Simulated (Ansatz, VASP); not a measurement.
# LiCl: VASP beside Ansatz

File INCAR:

```
SYSTEM = LiCl
ALGO = Normal
EDIFF = 1E-6
ENCUT = 520
GGA = PS
ISIF = 2
ISMEAR = 0
LASPH = .TRUE.
LCHARG = .FALSE.
LREAL = .FALSE.
LWAVE = .FALSE.
NBANDS = 12
NELM = 100
PREC = Accurate
SIGMA = 0.05
```

File KPOINTS:

```
k-points
0
G
  8 8 8
  0 0 0
```

The input POSCAR:

```
LiCl
1.0
    0.0000000000      2.6929980000      2.6288790000
    2.6929980000      0.0000000000      2.6288790000
    2.6929980000      2.6929980000      0.0000000000
Li Cl
1 1
Direct
    0.0000000000      0.0000000000      0.0000000000
    0.5000000000      0.5000000000      0.5000000000
```

Input for Ansatz:

```yaml
crystal:
  lattice:
    - [0.0, 2.692998, 2.628879]
    - [2.692998, 0.0, 2.628879]
    - [2.692998, 2.692998, 0.0]
  atoms:
    - { symbol: Li, position: [0.0, 0.0, 0.0] }
    - { symbol: Cl, position: [0.5, 0.5, 0.5] }
basis:
  ecutwfc: 420
kpoints:
  mp_grid: { grid: [8, 8, 8] }
hamiltonian:
  xc: pbesol
scf:
  occupations: { method: gaussian, width: 0.05 }
output:
  forces: true
  stress: true
  eigenvalues: true
```

Change from the starting cell: strain +0.050 along x and y, +0.025 along z, atoms carried along.

Alike in both runs: task single point; functional PBEsol; k mesh 8 × 8 × 8; occupations gaussian, width 0.05 eV; no spin polarisation.

```csv
,VASP,Ansatz
version,VASP 6.6.1,Ansatz 0.2.0
potentials or method,"VASP PAW PBE potentials, release 64 (Li_sv, Cl), cutoff 520 eV","scalar-relativistic, plane waves, PAW"
valence electrons in the cell,10,10
```

|  | VASP | Ansatz | Ansatz less VASP |
| --- | --- | --- | --- |
| gap on the k mesh at the Fermi level (eV) | 5.49 | 5.48 | -0.009 |
| least direct gap on the mesh (eV) | 5.49 | 5.48 | -0.009 |

VASP's potentials were made for PBE, not for PBEsol.

Noted on VASP's run: the cutoff is short for stress, so the pressure is rough.
